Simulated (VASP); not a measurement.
# WC (CsCl type) (Pm-3m) in VASP: further runs

The runs below take WC (CsCl type) through density of states, with PBE.

All numbers are computed with VASP 6.6.1; they aren't measurements. Logs are shortened: lines on timing, memory, paths and dates and some standing lists are left out, and cuts for length are marked.

### 1 The cell of the first run

The structure is cubic, space group Pm-3m (No. 221). Conventional cell: a = 2.727 Å, b = 2.727 Å, c = 2.727 Å, α = 90.00°, β = 90.00°, γ = 90.00°. W (site symmetry m-3m) has 8 C at 2.36 Å and 6 W at 2.73 Å within 3.1 Å. C (site symmetry m-3m) has 8 W at 2.36 Å and 6 C at 2.73 Å within 3.1 Å.

### 2 Density of states, PBE

Input file POSCAR:

```
WC
1.0
    2.7270793821      0.0000000000      0.0000000000
    0.0000000000      2.7270793821      0.0000000000
    0.0000000000      0.0000000000      2.7270793821
W C
1 1
Direct
    0.0000000000      0.0000000000      0.0000000000
    0.5000000000      0.5000000000      0.5000000000
```

Input file INCAR.step1:

```
  PREC = Accurate
  ENCUT = 520
  EDIFF = 1E-6
  ISMEAR = -1
  SIGMA = 0.08
  LREAL = False
  LASPH = True
  NELM = 100
  ALGO = Normal
  ISIF = 2
  LWAVE = False
  LCHARG = True
  LMAXMIX = 4
  GGA = PE
  NBANDS = 16
```

Input file KPOINTS.step1:

```
Automatic mesh
0
Gamma
  15 15 15
```

Input file INCAR.step2:

```
  PREC = Accurate
  ENCUT = 520
  EDIFF = 1E-6
  ISMEAR = -5
  SIGMA = 0.08
  LREAL = False
  LASPH = True
  NELM = 100
  ALGO = Normal
  ISIF = 2
  LWAVE = False
  LCHARG = False
  LMAXMIX = 4
  GGA = PE
  LORBIT = 11
  NBANDS = 16
  NEDOS = 1001
  ICHARG = 11
```

Input file KPOINTS.step2:

```
Automatic mesh
0
Gamma
  23 23 23
```

Potentials or basis: VASP PAW PBE potentials, release 64 (W_sv, C).

Started as:

```
$ cat potpaw_PBE.64/W_sv/POTCAR potpaw_PBE.64/C/POTCAR > POTCAR
$ cp INCAR.step1 INCAR
$ cp KPOINTS.step1 KPOINTS
$ mpirun -np 1 vasp_std > vasp.out
$ cp INCAR.step2 INCAR
$ cp KPOINTS.step2 KPOINTS
$ mpirun -np 1 vasp_std > vasp.out
```

OUTCAR:

```text
PREC = Accurate
   ENCUT = 520
   EDIFF = 1E-6
   ISMEAR = -5
   LREAL = False
   LASPH = True
   NELM = 100
   ISIF = 2
   GGA = PE
   LORBIT = 11
   ICHARG = 11

 ion  position               nearest neighbor table
   1  0.000  0.000  0.000-   2 2.36   2 2.36   2 2.36   2 2.36   2 2.36   2 2.36   2 2.36   2 2.36

   2  0.500  0.500  0.500-   1 2.36   1 2.36   1 2.36   1 2.36   1 2.36   1 2.36   1 2.36   1 2.36

  LATTYP: Found a simple cubic cell.
 ALAT       =     2.7270793821

  Lattice vectors:

 A1 = (   2.7270793821,   0.0000000000,   0.0000000000)
 A2 = (   0.0000000000,   2.7270793821,   0.0000000000)
 A3 = (   0.0000000000,   0.0000000000,   2.7270793821)

Analysis of symmetry for initial positions (statically):
=====================================================================
 Subroutine PRICEL returns:
 Original cell was already a primitive cell.

 Routine SETGRP: Setting up the symmetry group for a
 simple cubic supercell.

 Subroutine GETGRP returns: Found 48 space group operations
 (whereof 48 operations were pure point group operations)
 out of a pool of 48 trial point group operations.

The static configuration has the point symmetry O_h .

Analysis of symmetry for dynamics (positions and initial velocities):
=====================================================================
 Subroutine PRICEL returns:
 Original cell was already a primitive cell.

 Routine SETGRP: Setting up the symmetry group for a
 simple cubic supercell.

 Subroutine GETGRP returns: Found 48 space group operations
 (whereof 48 operations were pure point group operations)
 out of a pool of 48 trial point group operations.

The dynamic configuration has the point symmetry O_h .

 Subroutine INISYM returns: Found 48 space group operations
 (whereof 48 operations are pure point group operations),
 and found     1 'primitive' translations

----------------------------------------------------------------------------------------

                                     Primitive cell

  volume of cell :      20.2812

  direct lattice vectors                    reciprocal lattice vectors
     2.727079382  0.000000000  0.000000000     0.366692663  0.000000000  0.000000000
     0.000000000  2.727079382  0.000000000     0.000000000  0.366692663  0.000000000
     0.000000000  0.000000000  2.727079382     0.000000000  0.000000000  0.366692663

  length of vectors
     2.727079382  2.727079382  2.727079382     0.366692663  0.366692663  0.366692663

  position of ions in fractional coordinates (direct lattice)
     0.000000000  0.000000000  0.000000000
     0.500000000  0.500000000  0.500000000

  ion indices of the primitive-cell ions
   primitive index   ion index
                 1           1
                 2           2

----------------------------------------------------------------------------------------

 KPOINTS: Automatic mesh

Automatic generation of k-mesh.
 Grid dimensions read from file:
 generate k-points for:   23   23   23

 Generating k-lattice:

  Cartesian coordinates                     Fractional coordinates (reciprocal lattice)
     0.015943159  0.000000000  0.000000000     0.043478261  0.000000000  0.000000000
     0.000000000  0.015943159  0.000000000     0.000000000  0.043478261  0.000000000
     0.000000000  0.000000000  0.015943159     0.000000000  0.000000000  0.043478261

  Length of vectors
     0.015943159  0.015943159  0.015943159

  Shift w.r.t. Gamma in fractional coordinates (k-lattice)
     0.000000000  0.000000000  0.000000000

 TETIRR: Found   6051 inequivalent tetrahedra from    73002

 Subroutine IBZKPT returns following result:
 ===========================================

 Found    364 irreducible k-points:

 Following reciprocal coordinates:
            Coordinates               Weight
  0.000000  0.000000  0.000000      1.000000
  0.043478  0.000000  0.000000      6.000000
  0.086957  0.000000  0.000000      6.000000
  0.130435  0.000000  0.000000      6.000000
  0.173913  0.000000  0.000000      6.000000
  0.217391  0.000000  0.000000      6.000000
[... 16 lines left out ...]
  0.478261  0.043478  0.000000     24.000000
  0.086957  0.086957  0.000000     12.000000
 [... further k-points ...]
   k-points           NKPTS =    364   k-points in BZ     NKDIM =    364   number of bands    NBANDS=     16
   number of dos      NEDOS =   1001   number of ions     NIONS =      2
   total plane-waves  NPLWV =   8000
   dimension x,y,z NGX =    20 NGY =   20 NGZ =   20
   dimension x,y,z NGXF=    40 NGYF=   40 NGZF=   40
   ions per type =               1   1
   NGX,Y,Z   is equivalent  to a cutoff of  12.19, 12.19, 12.19 a.u.
   NGXF,Y,Z  is equivalent  to a cutoff of  24.38, 24.38, 24.38 a.u.
 SYSTEM =  unknown system
   PREC   = accura    normal or accurate (medium, high low for compatibility)
   ISTART =      0    job   : 0-new  1-cont  2-samecut
   ICHARG =     11    charge: 1-file 2-atom 10-const
   ISPIN  =      1    spin polarized calculation?
   LNONCOLLINEAR =      F non collinear calculations
   LSORBIT =      F    spin-orbit coupling
   LASPH  =      T    aspherical Exc in radial PAW
   ENCUT  =  520.0 eV  38.22 Ry    6.18 a.u.   5.07  5.07  5.07*2*pi/ulx,y,z
   NELM   =    100;   NELMIN=  2; NELMDL=  0     # of ELM steps
   EDIFF  = 0.1E-05   stopping-criterion for ELM
   LREAL  =      F    real-space projection
   EDIFFG = 0.1E-04   stopping-criterion for IOM
   NSW    =      0    number of steps for IOM
   IBRION =     -1    ionic relax: 0-MD 1-quasi-New 2-CG
   NFREE  =      0    steps in history (QN), initial steepest desc. (CG)
   ISIF   =      2    stress and relaxation
   ISYM   =      2    0-nonsym 1-usesym 2-fastsym
   POTIM  = 0.5000    time-step for ionic-motion
   TEBEG  =    0.0;   TEEND  =   0.0 temperature during run
   PSTRESS=    0.0 pullay stress
   NELECT =      18.0000    total number of electrons
   NUPDOWN=      -1.0000    fix difference up-down
   EMIN   =  10.00;   EMAX   =-10.00  energy-range for DOS
   EFERMI =   0.00;   METHOD = LEGACY
   ISMEAR =    -5;   SIGMA  =   0.08  broadening in eV -4-tet -1-fermi 0-gaus
   EFERMI_NEDOS =   21; number of points for ismear=-14 and -15
   IALGO  =     38    algorithm
   IMIX   =      4    mixing-type and parameters
     AMIX     =   0.40;   BMIX     =  1.00
     AMIX_MAG =   1.60;   BMIX_MAG =  1.00
  volume/ion in A,a.u.               =      10.14        68.43
  Fermi-wavevector in a.u.,A,eV,Ry     =   1.573263  2.973035 33.676531  2.475155
  Thomas-Fermi vector in A             =   2.674573
   LORBIT       =     11    0 simple, 1 ext, 2 COOP (PROOUT), +10 PAW based schemes
   GGA     = PE    functional components
   LHFCALC =     F    Hartree Fock is set to
   AEXX    =    0.0000 exact exchange contribution
   IVDW    =     0    specifies the selected vdW correction
   LEPSILON=     F    determine dielectric tensor
   LRPA    =     F    only Hartree local field effects (RPA)
 non-spin polarized calculation
 Fermi weights with tetrahedron method with Bloechl corrections
  energy-cutoff  :      520.00
  volume of cell :       20.28
 maximum number of plane-waves:       555

 number of electron      18.0000007 magnetization

 Free energy of the ion-electron system (eV)
  ---------------------------------------------------
  ext. energy  EPLUGINS =         0.00000000
  ---------------------------------------------------
  free energy    TOTEN  =       -20.63531786 eV

  energy without entropy =      -20.63531786  energy(sigma->0) =      -20.63531786

 E-fermi :  12.3459     XC(G=0): -14.0239

 val. band max:       12.4745833013   @ k =   0.3043   0.3043   0.3043
 cond. band min:      12.2943731556   @ k =   0.4783   0.2609   0.2174
 fundamental gap:     -0.1802101457
 Fermi energy:        12.3459030000

 k-point     1 :       0.0000    0.0000    0.0000
  band No.  band energies     occupation
      1     -62.5277      2.00000
      2     -26.3281      2.00000
      3     -26.3281      2.00000
      4     -26.3281      2.00000
      5      -3.0592      2.00000
      6       7.1748      2.00000
[... 8 lines left out ...]
     15      29.9051      0.00000
     16      29.9051      0.00000

 k-point     2 :       0.0435    0.0000    0.0000
  band No.  band energies     occupation
      1     -62.5265      2.00000
      2     -26.3479      2.00000
      3     -26.3264      2.00000
      4     -26.3264      2.00000
      5      -3.0128      2.00000
      6       7.1875      2.00000
[... 8 lines left out ...]
     15      29.4901      0.00000
     16      29.9832      0.00000

 k-point     3 :       0.0870    0.0000    0.0000
  band No.  band energies     occupation
      1     -62.5230      2.00000
      2     -26.4054      2.00000
      3     -26.3212      2.00000
      4     -26.3212      2.00000
      5      -2.8751      2.00000
      6       7.2045      2.00000
[... 8 lines left out ...]
     15      28.5667      0.00000
     16      30.2081      0.00000

 k-point     4 :       0.1304    0.0000    0.0000
  band No.  band energies     occupation
      1     -62.5175      2.00000
      2     -26.4956      2.00000
      3     -26.3131      2.00000
      4     -26.3131      2.00000
      5      -2.6510      2.00000
      6       7.1635      2.00000
[... 8 lines left out ...]
     15      27.4969      0.00000
     16      30.5422      0.00000
[... 324 lines left out ...]
 k-point    22 :       0.4348    0.0435    0.0000
  band No.  band energies     occupation
      1     -62.4643      2.00000
      2     -27.2828      2.00000
      3     -26.2548      2.00000
      4     -26.2347      2.00000
      5       0.5640      2.00000
      6       3.4420      2.00000
[... 8 lines left out ...]
     15      22.8111      0.00000
     16      26.0224      0.00000

 k-point    23 :       0.4783    0.0435    0.0000
  band No.  band energies     occupation
      1     -62.4620      2.00000
      2     -27.3171      2.00000
      3     -26.2512      2.00000
      4     -26.2311      2.00000
      5       0.9473      2.00000
      6       3.0030      2.00000
[... 8 lines left out ...]
     15      23.1787      0.00000
     16      25.1359      0.00000

 k-point    24 :       0.0870    0.0870    0.0000
  band No.  band energies     occupation
      1     -62.5183      2.00000
      2     -26.4034      2.00000
      3     -26.3929      2.00000
      4     -26.3144      2.00000
      5      -2.6957      2.00000
      6       7.2772      2.00000
[... 8 lines left out ...]
     15      28.3819      0.00000
     16      29.6091      0.00000

 [... further k-points ...]
[... 5 lines left out ...]
  --------------------------------------------------------------------------------------
  -------------------------------------------------------------------------------------
  Total        0.0092251      0.0092251      0.0092251     -0.0000000      0.0000000      0.0000000
  in kB        0.7287646      0.7287646      0.7287646     -0.0000000      0.0000000      0.0000000
  external PRESSURE =       0.7287646 kB  Pullay stress =       0.0000000 kB

 VOLUME and BASIS-vectors are now :
 -----------------------------------------------------------------------------
  energy-cutoff  :      520.00
  volume of cell :       20.28
      direct lattice vectors                 reciprocal lattice vectors
     2.727079382  0.000000000  0.000000000     0.366692663  0.000000000  0.000000000
     0.000000000  2.727079382  0.000000000     0.000000000  0.366692663  0.000000000
     0.000000000  0.000000000  2.727079382     0.000000000  0.000000000  0.366692663

 POSITION                                       TOTAL-FORCE (eV/Angst)
 -----------------------------------------------------------------------------------
      0.00000      0.00000      0.00000         0.000000      0.000000      0.000000
      1.36354      1.36354      1.36354         0.000000      0.000000      0.000000
 -----------------------------------------------------------------------------------
    total drift:                                0.000000      0.000000     -0.000000

  FREE ENERGIE OF THE ION-ELECTRON SYSTEM (eV)
  ---------------------------------------------------
  free  energy   TOTEN  =       -20.6353178637 eV

  energy  without entropy=      -20.6353178637  energy(sigma->0) =      -20.63531786

 total charge

# of ion       s       p       d       tot
------------------------------------------
    1        2.346   6.338   3.431  12.115
    2        0.855   1.490   0.000   2.344
--------------------------------------------------
tot          3.200   7.828   3.431  14.460
```

It took 2.6 min on 1 thread of AMD EPYC 7R13, shared host; peak memory 0.21 GiB.

Results:

```
Valence electrons inside the program's atomic spheres : W 12.12; C 2.34
```

Caveat: spin-orbit coupling is left out, which moves the levels of the heavy elements; tetrahedron occupations give inexact forces and stress in metals.

### 3 Density of states, PBE

POSCAR is that of step 2.

Input file INCAR.step1:

```
  PREC = Accurate
  ENCUT = 910
  EDIFF = 1E-6
  ISMEAR = -1
  SIGMA = 0.08
  LREAL = False
  LASPH = True
  NELM = 120
  ALGO = Normal
  ISIF = 2
  LWAVE = False
  LCHARG = True
  LMAXMIX = 4
  GGA = PE
  NBANDS = 16
  GGA_COMPAT = False
  NEDOS = 2001
  LORBIT = 11
```

KPOINTS.step1 is that of step 2.

Changes to INCAR.step2 since step 2:

```diff
@@ -1,3 +1,3 @@
   PREC = Accurate
-  ENCUT = 520
+  ENCUT = 910
   EDIFF = 1E-6
@@ -7,3 +7,3 @@
   LASPH = True
-  NELM = 100
+  NELM = 120
   ALGO = Normal
@@ -18 +18,2 @@
   ICHARG = 11
+  GGA_COMPAT = False
```

KPOINTS.step2 is that of step 2.

Potentials or basis: VASP PAW PBE potentials, release 64 (W_sv, C_h).

Started as:

```
$ cat potpaw_PBE.64/W_sv/POTCAR potpaw_PBE.64/C_h/POTCAR > POTCAR
$ cp INCAR.step1 INCAR
$ cp KPOINTS.step1 KPOINTS
$ mpirun -np 1 vasp_std > vasp.out
$ cp INCAR.step2 INCAR
$ cp KPOINTS.step2 KPOINTS
$ mpirun -np 1 vasp_std > vasp.out
```

It took 2.5 min on 1 thread of Intel Xeon Platinum 8259CL at 2.50GHz (Skylake/Cascade Lake), shared host; peak memory 0.37 GiB.

It converged, with:

| Property | Result |
| --- | --- |
| Valence electrons inside the program's atomic spheres | W 12.12; C 1.36 |

Levels at points of the mesh, in eV from the Fermi level:
```csv
k point,band 7,band 8,band 9,band 10,band 11,band 12
"(0.00, 0.00, 0.00)",-5.17,0.00,0.00,0.00,2.83,2.83
```

Caveat: the cutoff is under 1.25 times the usual one of these potentials, so pressure, stress and relaxed cells hold a basis-set (Pulay) error; spin-orbit coupling is left out, which moves the levels of the heavy elements; tetrahedron occupations give inexact forces and stress in metals.
